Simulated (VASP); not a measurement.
Here is a VASP 6.6.1 calculation.

File INCAR:

```
SYSTEM = NiO
PREC = Accurate
ENCUT = 520
EDIFF = 1E-7
ISMEAR = 0
SIGMA = 0.1
LREAL = .FALSE.
LASPH = .TRUE.
NELM = 150
ALGO = Normal
ISIF = 2
LWAVE = .FALSE.
LCHARG = .FALSE.
ISPIN = 2
MAGMOM = 1.6 0.32
LORBIT = 11
LMAXMIX = 4
GGA = PE
NBANDS = 19
```

The input KPOINTS:

```
Automatic mesh
0
G
  18 18 18
  0 0 0
```

The input POSCAR:

```
NiO
1.0
    0.0000000000      2.0651400667      2.0651400667
    2.0651400667      0.0000000000      2.0651400667
    2.0651400667      2.0651400667      0.0000000000
Ni O
1 1
Direct
    0.0000000000      0.0000000000      0.0000000000
    0.5000000000      0.5000000000      0.5000000000
```

Potentials or basis: VASP PAW PBE potentials, release 64 (Ni, O).

Command:

```bash
$ cat potpaw_PBE.64/Ni/POTCAR potpaw_PBE.64/O/POTCAR > POTCAR
$ mpirun -np 1 vasp_std > vasp.out
```

What does it give for the site moments?

Ni +1.32; O +0.23 μB.

What does it give for the net moment?

1.59 μB per cell.

Caveat: a cell with one magnetic atom can't hold antiferromagnetic order, which such compounds often take.
